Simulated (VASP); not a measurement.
Set up this calculation in VASP 6.6.1, as the native input.

| Quantity | Value |
| --- | --- |
| Task | single point |
| Functional | r2SCAN |
| Potentials or basis | VASP PAW PBE potentials, release 64 (Rh_pv) |
| Cutoff | 550 eV |
| k mesh | 24 × 24 × 6 |
| Occupations | gaussian, width 0.1 eV |
| Spin | no spin polarisation |
| Dipole correction | no |
| Further INCAR settings | ALGO = Normal; EDIFF = 1e-06; NBANDS = 38 |

Rh:

```
Rh
1.0
     2.71574    0.00000    0.00000
    -1.35787    2.35190    0.00000
     0.00000    0.00000    8.72474
Rh
4
Direct
  0.00000 0.00000 0.00000
  0.33333 0.66667 0.25000
  0.00000 0.00000 0.50000
  0.66667 0.33333 0.75000
```

This cell differs from its parent crystal: biaxial strain in the a-b plane: +1.0 %.

One way to write it, as run:

POSCAR

```
Rh
1.0
    2.7157365430      0.0000000000      0.0000000000
   -1.3578682715      2.3518968362      0.0000000000
    0.0000000000      0.0000000000      8.7247357670
Rh
4
Direct
    0.0000000000      0.0000000000      0.0000000000
    0.3333333333      0.6666666667      0.2500000000
    0.0000000000      0.0000000000      0.5000000000
    0.6666666667      0.3333333333      0.7500000000
```

INCAR.step1

```
ALGO = Normal
EDIFF = 1E-5
ENCUT = 550
GGA = PE
GGA_COMPAT = F
ISMEAR = 0
LASPH = T
LCHARG = F
LREAL = F
LWAVE = T
NBANDS = 38
NELM = 120
PREC = Accurate
SIGMA = 0.1
```

INCAR.step2

```
ALGO = Normal
EDIFF = 1E-6
ENCUT = 550
GGA_COMPAT = F
ISIF = 2
ISMEAR = 0
ISTART = 1
LASPH = T
LCHARG = T
LELF = T
LMIXTAU = T
LREAL = F
LVHAR = T
LWAVE = F
METAGGA = R2SCAN
NBANDS = 38
NELM = 120
PREC = Accurate
SIGMA = 0.1
```

KPOINTS

```
k-points
0
Gamma
  24 24 6
```

Potentials or basis: VASP PAW PBE potentials, release 64 (Rh_pv).

The run is started by

```bash
$ cat potpaw_PBE.64/Rh_pv/POTCAR > POTCAR
$ cp INCAR.step1 INCAR
$ mpirun -np 1 vasp_std > vasp.out
$ cp INCAR.step2 INCAR
$ mpirun -np 1 vasp_std > vasp.out
```

It gave:

* Pressure: -2.6 GPa
* Band gap on the k mesh: zero (bands 30 and 31 overlap by 2.00 eV)

Caveat: the cell differs from its parent crystal (biaxial strain in the a-b plane: +1.0 %); the stress differs along the axes, from -4 to 1 GPa; the PAW data sets were made with another functional, which shifts forces and pressure a little.

Wall time 52 min on 1 thread of Oxide Virtual Turin-like Processor (shared host), peak memory 0.46 GiB.
